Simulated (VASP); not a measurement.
# W3C2 (R-3c) in VASP: single point with PBE

Aim: the single point of W3C2 with PBE.

Everything below comes from runs of VASP 6.6.1. Logs are shortened: lines on timing, memory, paths and dates and some standing lists are left out, and cuts for length are marked.

### 1 The cell of the first run

The structure is trigonal, space group R-3c (No. 167). Conventional cell: a = 5.171 Å, b = 5.171 Å, c = 15.345 Å, α = 90.00°, β = 90.00°, γ = 120.00°. Within 2.8 Å of W (site symmetry 2) lie 4 C at 2.11 to 2.17 Å. C (site symmetry 3) has 6 W at 2.11 to 2.17 Å and 1 C at 2.73 Å within 2.8 Å.

### 2 Single point, PBE

The input, INCAR:

```
PREC = Accurate ; ENCUT = 520
EDIFF = 1E-6 ; ISMEAR = 0
SIGMA = 0.1 ; LREAL = False
LASPH = True ; NELM = 100
ALGO = Normal ; ISIF = 2
LWAVE = False ; LCHARG = False
GGA = PE ; NELECT = 99.0
NBANDS = 61
```

The input, KPOINTS:

```
regular mesh
0
Gamma
  9 9 9
```

The input, POSCAR:

```
W3C2
1.0
    2.5855969399      1.4927950893      5.1151185297
   -2.5855969399      1.4927950893      5.1151185297
    0.0000000000     -2.9855901786      5.1151185297
W C
6 4
Direct
    0.5763168623      0.9236831377      0.2500000000
    0.2500000000      0.5763168623      0.9236831377
    0.9236831377      0.2500000000      0.5763168623
    0.4236831377      0.0763168623      0.7500000000
    0.7500000000      0.4236831377      0.0763168623
    0.0763168623      0.7500000000      0.4236831377
    0.3389036284      0.3389036284      0.3389036284
    0.1610963716      0.1610963716      0.1610963716
    0.6610963716      0.6610963716      0.6610963716
    0.8389036284      0.8389036284      0.8389036284
```

Potentials or basis: VASP PAW PBE potentials, release 64 (W_sv, C).

On the command line:

```sh
cat potpaw_PBE.64/W_sv/POTCAR potpaw_PBE.64/C/POTCAR > POTCAR
mpirun -np 1 vasp_std > vasp.out
```

OUTCAR:

```text
PREC = Accurate
   ENCUT = 520
   EDIFF = 1E-6
   ISMEAR = 0
   LREAL = False
   LASPH = True
   NELM = 100
   ISIF = 2
   GGA = PE
   NELECT = 99.0

 ion  position               nearest neighbor table
   1  0.576  0.924  0.250-   9 2.11  10 2.11   7 2.17   8 2.17   2 2.92   3 2.92   3 3.02   2 3.02
                             2 3.02   3 3.02   4 3.06   4 3.06   5 3.09   6 3.09   5 3.09   6 3.09
   2  0.250  0.576  0.924-  10 2.11   9 2.11   7 2.17   8 2.17   1 2.92   3 2.92   1 3.02   3 3.02
                             3 3.02   1 3.02   5 3.06   5 3.06   4 3.09   6 3.09   6 3.09   4 3.09
   3  0.924  0.250  0.576-   9 2.11  10 2.11   7 2.17   8 2.17   1 2.92   2 2.92   1 3.02   2 3.02
                             2 3.02   1 3.02   6 3.06   6 3.06   4 3.09   5 3.09   5 3.09   4 3.09
   4  0.424  0.076  0.750-   7 2.11   8 2.11   9 2.17  10 2.17   6 2.92   5 2.92   6 3.02   5 3.02
                             6 3.02   5 3.02   1 3.06   1 3.06   3 3.09   2 3.09   2 3.09   3 3.09
   5  0.750  0.424  0.076-   8 2.11   7 2.11   9 2.17  10 2.17   4 2.92   6 2.92   4 3.02   6 3.02
                             6 3.02   4 3.02   2 3.06   2 3.06   1 3.09   3 3.09   3 3.09   1 3.09
   6  0.076  0.750  0.424-   7 2.11   8 2.11   9 2.17  10 2.17   4 2.92   5 2.92   4 3.02   5 3.02
                             5 3.02   4 3.02   3 3.06   3 3.06   1 3.09   2 3.09   2 3.09   1 3.09
   7  0.339  0.339  0.339-   6 2.11   4 2.11   5 2.11   1 2.17   3 2.17   2 2.17
   8  0.161  0.161  0.161-   5 2.11   4 2.11   6 2.11   1 2.17   3 2.17   2 2.17
   9  0.661  0.661  0.661-   3 2.11   1 2.11   2 2.11   4 2.17   5 2.17   6 2.17
  10  0.839  0.839  0.839-   2 2.11   1 2.11   3 2.11   4 2.17   5 2.17   6 2.17

  LATTYP: Found a trigonal (rhomboedric) cell.
 ALAT       =     5.9226840442
 COS(alpha) =     0.6188336831

  Lattice vectors:

 A1 = (   2.5855969399,   1.4927950893,   5.1151185297)
 A2 = (  -2.5855969399,   1.4927950893,   5.1151185297)
 A3 = (   0.0000000000,  -2.9855901786,   5.1151185297)

Analysis of symmetry for initial positions (statically):
=====================================================================
 Subroutine PRICEL returns:
 Original cell was already a primitive cell.

 Routine SETGRP: Setting up the symmetry group for a
 trigonal (rhombohedral) supercell.

 Subroutine GETGRP returns: Found 12 space group operations
 (whereof  6 operations were pure point group operations)
 out of a pool of 12 trial point group operations.

The static configuration has the point symmetry S_6 .
 The point group associated with its full space group is D_3d.

Analysis of symmetry for dynamics (positions and initial velocities):
=====================================================================
 Subroutine PRICEL returns:
 Original cell was already a primitive cell.

 Routine SETGRP: Setting up the symmetry group for a
 trigonal (rhombohedral) supercell.

 Subroutine GETGRP returns: Found 12 space group operations
 (whereof  6 operations were pure point group operations)
 out of a pool of 12 trial point group operations.

The dynamic configuration has the point symmetry S_6 .
 The point group associated with its full space group is D_3d.

 Subroutine INISYM returns: Found 12 space group operations
 (whereof  6 operations are pure point group operations),
 and found     1 'primitive' translations

----------------------------------------------------------------------------------------

                                     Primitive cell

  volume of cell :     118.4590

  direct lattice vectors                    reciprocal lattice vectors
     2.585596940  1.492795089  5.115118530     0.193378942  0.111647384  0.065166297
    -2.585596940  1.492795089  5.115118530    -0.193378942  0.111647384  0.065166297
     0.000000000 -2.985590179  5.115118530     0.000000000 -0.223294768  0.065166297

  length of vectors
     5.922684044  5.922684044  5.922684044     0.232609544  0.232609544  0.232609544

  position of ions in fractional coordinates (direct lattice)
     0.576316862  0.923683138  0.250000000
     0.250000000  0.576316862  0.923683138
     0.923683138  0.250000000  0.576316862
     0.423683138  0.076316862  0.750000000
     0.750000000  0.423683138  0.076316862
     0.076316862  0.750000000  0.423683138
     0.338903628  0.338903628  0.338903628
     0.161096372  0.161096372  0.161096372
     0.661096372  0.661096372  0.661096372
     0.838903628  0.838903628  0.838903628

  ion indices of the primitive-cell ions
   primitive index   ion index
                 1           1
                 2           2
                 3           3
                 4           4
                 5           5
                 6           6
                 7           7
                 8           8
                 9           9
                10          10

----------------------------------------------------------------------------------------

 KPOINTS: regular mesh

Automatic generation of k-mesh.
 Grid dimensions read from file:
 generate k-points for:    9    9    9

 Generating k-lattice:

  Cartesian coordinates                     Fractional coordinates (reciprocal lattice)
     0.021486549  0.012405265  0.007240700     0.111111111 -0.000000000  0.000000000
    -0.021486549  0.012405265  0.007240700    -0.000000000  0.111111111  0.000000000
     0.000000000 -0.024810530  0.007240700     0.000000000  0.000000000  0.111111111

  Length of vectors
     0.025845505  0.025845505  0.025845505

  Shift w.r.t. Gamma in fractional coordinates (k-lattice)
     0.000000000  0.000000000  0.000000000

 Subroutine IBZKPT returns following result:
 ===========================================

 Found     85 irreducible k-points:

 Following reciprocal coordinates:
            Coordinates               Weight
  0.000000  0.000000  0.000000      1.000000
  0.111111 -0.000000  0.000000      6.000000
  0.222222 -0.000000  0.000000      6.000000
  0.333333 -0.000000  0.000000      6.000000
  0.444444 -0.000000  0.000000      6.000000
  0.111111  0.111111  0.000000      6.000000
[... 16 lines left out ...]
 -0.333333  0.333333  0.000000      6.000000
  0.444444  0.444444  0.000000      6.000000
 [... further k-points ...]
   k-points           NKPTS =     85   k-points in BZ     NKDIM =     85   number of bands    NBANDS=     61
   number of dos      NEDOS =    301   number of ions     NIONS =     10
   total plane-waves  NPLWV = 110592
   dimension x,y,z NGX =    48 NGY =   48 NGZ =   48
   dimension x,y,z NGXF=    96 NGYF=   96 NGZF=   96
   ions per type =               6   4
   NGX,Y,Z   is equivalent  to a cutoff of  13.47, 13.47, 13.47 a.u.
   NGXF,Y,Z  is equivalent  to a cutoff of  26.95, 26.95, 26.95 a.u.
 SYSTEM =  unknown system
   PREC   = accura    normal or accurate (medium, high low for compatibility)
   ISTART =      0    job   : 0-new  1-cont  2-samecut
   ICHARG =      2    charge: 1-file 2-atom 10-const
   ISPIN  =      1    spin polarized calculation?
   LNONCOLLINEAR =      F non collinear calculations
   LSORBIT =      F    spin-orbit coupling
   LASPH  =      T    aspherical Exc in radial PAW
   ENCUT  =  520.0 eV  38.22 Ry    6.18 a.u.  11.01 11.01 11.01*2*pi/ulx,y,z
   NELM   =    100;   NELMIN=  2; NELMDL= -5     # of ELM steps
   EDIFF  = 0.1E-05   stopping-criterion for ELM
   LREAL  =      F    real-space projection
   EDIFFG = 0.1E-04   stopping-criterion for IOM
   NSW    =      0    number of steps for IOM
   IBRION =     -1    ionic relax: 0-MD 1-quasi-New 2-CG
   NFREE  =      0    steps in history (QN), initial steepest desc. (CG)
   ISIF   =      2    stress and relaxation
   ISYM   =      2    0-nonsym 1-usesym 2-fastsym
   POTIM  = 0.5000    time-step for ionic-motion
   TEBEG  =    0.0;   TEEND  =   0.0 temperature during run
   PSTRESS=    0.0 pullay stress
   NELECT =      99.0000    total number of electrons
   NUPDOWN=      -1.0000    fix difference up-down
   EMIN   =  10.00;   EMAX   =-10.00  energy-range for DOS
   EFERMI =   0.00;   METHOD = LEGACY
   ISMEAR =     0;   SIGMA  =   0.10  broadening in eV -4-tet -1-fermi 0-gaus
   EFERMI_NEDOS =   21; number of points for ismear=-14 and -15
   IALGO  =     38    algorithm
   IMIX   =      4    mixing-type and parameters
     AMIX     =   0.40;   BMIX     =  1.00
     AMIX_MAG =   1.60;   BMIX_MAG =  1.00
  volume/ion in A,a.u.               =      11.85        79.94
  Fermi-wavevector in a.u.,A,eV,Ry     =   1.542046  2.914044 32.353360  2.377905
  Thomas-Fermi vector in A             =   2.647906
   LORBIT       =      0    0 simple, 1 ext, 2 COOP (PROOUT), +10 PAW based schemes
   GGA     = PE    functional components
   LHFCALC =     F    Hartree Fock is set to
   AEXX    =    0.0000 exact exchange contribution
   IVDW    =     0    specifies the selected vdW correction
   LEPSILON=     F    determine dielectric tensor
   LRPA    =     F    only Hartree local field effects (RPA)
 non-spin polarized calculation
 Gauss-broadening in eV      SIGMA  =   0.10
  energy-cutoff  :      520.00
  volume of cell :      118.46
 maximum number of plane-waves:      3217
 NGX is ok and might be reduce to    48
   NGX = 23   NGY = 23   NGZ = 23

 number of electron     100.0000000 magnetization

 number of electron      99.0000006 magnetization

 Free energy of the ion-electron system (eV)
  ---------------------------------------------------
  ext. energy  EPLUGINS =         0.00000000
  ---------------------------------------------------
  free energy    TOTEN  =      -125.18467281 eV

  energy without entropy =     -125.15342932  energy(sigma->0) =     -125.16905106

 E-fermi :  11.3587     XC(G=0): -13.4608

 val. band max:       11.3460572912   @ k =   0.3333  -0.0000   0.0000
 cond. band min:      11.3668379077   @ k =  -0.4444  -0.4444   0.2222
 fundamental gap:      0.0207806165
 Fermi energy:        11.3586692760

 k-point     1 :       0.0000    0.0000    0.0000
  band No.  band energies     occupation
      1     -63.3227      2.00000
      2     -63.2836      2.00000
      3     -63.2584      2.00000
      4     -63.2584      2.00000
      5     -63.2557      2.00000
      6     -63.2557      2.00000
[... 1525 lines left out ...]
     60      14.8860      0.00000
     61      15.0919      0.00000

 [... further k-points ...]

------------------------ aborting loop because EDIFF is reached ----------------------------------------

  FORCE on cell =-STRESS in cart. coord.  units (eV):
  Direction    XX          YY          ZZ          XY          YZ          ZX
  --------------------------------------------------------------------------------------
  -------------------------------------------------------------------------------------
  Total      -12.9686742    -12.9686742    -14.9554999     -0.0000000     -0.0000000     -0.0000000
  in kB     -175.4034724   -175.4034724   -202.2756197     -0.0000000     -0.0000000     -0.0000000
  external PRESSURE =    -184.3608548 kB  Pullay stress =       0.0000000 kB

 VOLUME and BASIS-vectors are now :
 -----------------------------------------------------------------------------
  energy-cutoff  :      520.00
  volume of cell :      118.46
      direct lattice vectors                 reciprocal lattice vectors
     2.585596940  1.492795089  5.115118530     0.193378942  0.111647384  0.065166297
    -2.585596940  1.492795089  5.115118530    -0.193378942  0.111647384  0.065166297
     0.000000000 -2.985590179  5.115118530     0.000000000 -0.223294768  0.065166297

 POSITION                                       TOTAL-FORCE (eV/Angst)
 -----------------------------------------------------------------------------------
     -0.89815      1.49280      8.95146        -0.014670     -0.000000      0.000000
     -0.84372     -1.52422      8.95146         0.007335     -0.012704      0.000000
      1.74187      0.03142      8.95146         0.007335      0.012704      0.000000
      0.89815     -1.49280      6.39390         0.014670     -0.000000      0.000000
      0.84372      1.52422      6.39390        -0.007335      0.012704      0.000000
     -1.74187     -0.03142      6.39390        -0.007335     -0.012704      0.000000
      0.00000      0.00000      5.20060         0.000000     -0.000000      0.041284
      0.00000      0.00000      2.47208         0.000000     -0.000000     -0.041284
      0.00000      0.00000     10.14476         0.000000      0.000000     -0.041284
      0.00000      0.00000     12.87327         0.000000      0.000000      0.041284
 -----------------------------------------------------------------------------------
    total drift:                               -0.000000      0.000000      0.000000

  FREE ENERGIE OF THE ION-ELECTRON SYSTEM (eV)
  ---------------------------------------------------
  free  energy   TOTEN  =      -125.1846728102 eV

  energy  without entropy=     -125.1534293185  energy(sigma->0) =     -125.16905106
```

Run time: 8.5 min. Hardware: 1 thread of Intel Xeon 6975P-C (Granite Rapids), shared host; peak memory 0.61 GiB.

Results:

| Property | Result |
| --- | --- |
| Free energy | -125.1847 eV |
| Largest force | 0.041 eV/Å |

Forces on the atoms (eV/Å):
```
W   -0.015  0.000  0.000
W    0.007 -0.013  0.000
W    0.007  0.013  0.000
W    0.015  0.000  0.000
W   -0.007  0.013  0.000
W   -0.007 -0.013  0.000
C    0.000  0.000  0.041
C    0.000  0.000 -0.041
C    0.000  0.000 -0.041
C    0.000  0.000  0.041
```

Caveat: the cell carries a net charge on a neutralising background, which shifts energy and pressure; the cell is charged against a uniform background, so pressure and absolute levels hang on convention; spin-orbit coupling is left out, which moves the levels of the heavy elements.
